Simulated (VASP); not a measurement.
Write the native input for VASP 6.6.1 that does the following.

| Property | Result |
| --- | --- |
| Task | single point |
| Functional | PBE |
| Potentials or basis | VASP PAW PBE potentials, release 64 (Hf_pv, O) |
| Cutoff | 520 eV |
| k mesh | 8 × 8 × 8 |
| Occupations | gaussian, width 0.05 eV |
| Spin | no spin polarisation |
| Dipole correction | no |
| Further INCAR settings | ALGO = Normal; EDIFF = 1e-06; NBANDS = 18 |

The structure of HfO2 lies in POSCAR:

```
HfO2
1.0
    0.0000000000      2.5575000000      2.5575000000
    2.5575000000      0.0000000000      2.5575000000
    2.5575000000      2.5575000000      0.0000000000
Hf O
1 2
Direct
   -0.0586510264     -0.0586510264      0.0586510264
    0.2500000000      0.2500000000      0.2500000000
    0.7500000000      0.7500000000      0.7500000000
```

This cell differs from its parent crystal: atom 1 (Hf) moved by (+0.000, -0.300) A along [1 1 0] and z.

These files were run (other wordings do the same):

INCAR

```
  PREC = Accurate
  ENCUT = 520
  EDIFF = 1E-6
  ISMEAR = 0
  SIGMA = 0.05
  LREAL = F
  LASPH = T
  NELM = 80
  ALGO = Normal
  ISIF = 2
  LWAVE = F
  LCHARG = F
  GGA = PE
  NBANDS = 18
```

KPOINTS

```
regular mesh
0
Gamma
  8 8 8
```

Potentials or basis: VASP PAW PBE potentials, release 64 (Hf_pv, O).

The run is started by

```sh
$ cat potpaw_PBE.64/Hf_pv/POTCAR potpaw_PBE.64/O/POTCAR > POTCAR
$ mpirun -np 1 vasp_std > vasp.out
```

Results of the run:

The pressure is 3.2 GPa, the largest force is 2.039 eV/Å and the band gap on the k mesh is 3.66 eV (least direct gap 3.75 eV).

Caveat: the cell differs from its parent crystal (atom 1 (Hf) moved by (+0.000, -0.300) A along [1 1 0] and z); the cell stands under pressure; spin-orbit coupling is left out, which moves the levels of the heavy elements; forces of over 1 eV/Å act on the atoms, so gaps and moduli don't describe the material at rest.

Run time: 44 s on 1 thread of Intel Xeon 8259CL (shared host), peak memory 0.18 GiB.
